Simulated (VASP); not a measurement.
Input of a VASP 6.6.1 run:

INCAR

```
PREC = Accurate
ENCUT = 520
EDIFF = 1E-6
ISMEAR = 0
SIGMA = 0.1
LREAL = F
LASPH = T
NELM = 100
ALGO = Normal
ISIF = 2
LWAVE = F
LCHARG = F
GGA = PE
NBANDS = 41
```

File KPOINTS:

```
regular mesh
0
Gamma
  4 4 4
```

POSCAR

```
BeZn3Te4
1.0
    6.0500438000      0.0000000000      0.0000000000
    0.0000000000      6.0500438000      0.0000000000
   -3.0250219000     -3.0250219000      6.0379288000
Be Zn Te
1 3 4
Direct
    0.5000000000      0.5000000000      0.0000000000
    0.0000000000      0.0000000000      0.0000000000
    0.7500000000      0.2500000000      0.5000000000
    0.2500000000      0.7500000000      0.5000000000
    0.8544870000      0.8544870000      0.2382590000
    0.3837720000      0.3837720000      0.2382590000
    0.6162280000      0.1455130000      0.7617410000
    0.1455130000      0.6162280000      0.7617410000
```

Potentials or basis: VASP PAW PBE potentials, release 64 (Be, Zn, Te).

Run with:

```bash
$ cat potpaw_PBE.64/Be/POTCAR potpaw_PBE.64/Zn/POTCAR potpaw_PBE.64/Te/POTCAR > POTCAR
$ mpirun -np 1 vasp_std > vasp.out
```

Question: Predict the pressure.

Answer: 0.1 GPa.

Question: What does it give for the largest force?

Answer: 0.008 eV/Å.

Question: Estimate the band gap on the k mesh.

Answer: 1.61 eV.

Forces in eV/Å, atoms in the order of the input:
```
Be   0.000  0.000  0.000
Zn   0.000  0.000  0.000
Zn   0.000  0.000  0.000
Zn   0.000  0.000  0.000
Te  -0.005 -0.005 -0.002
Te   0.005  0.005 -0.002
Te  -0.005  0.005  0.002
Te   0.005 -0.005  0.002
```

Caveat: spin-orbit coupling is left out, which moves the levels of the heavy elements. A k mesh can miss the band edges.
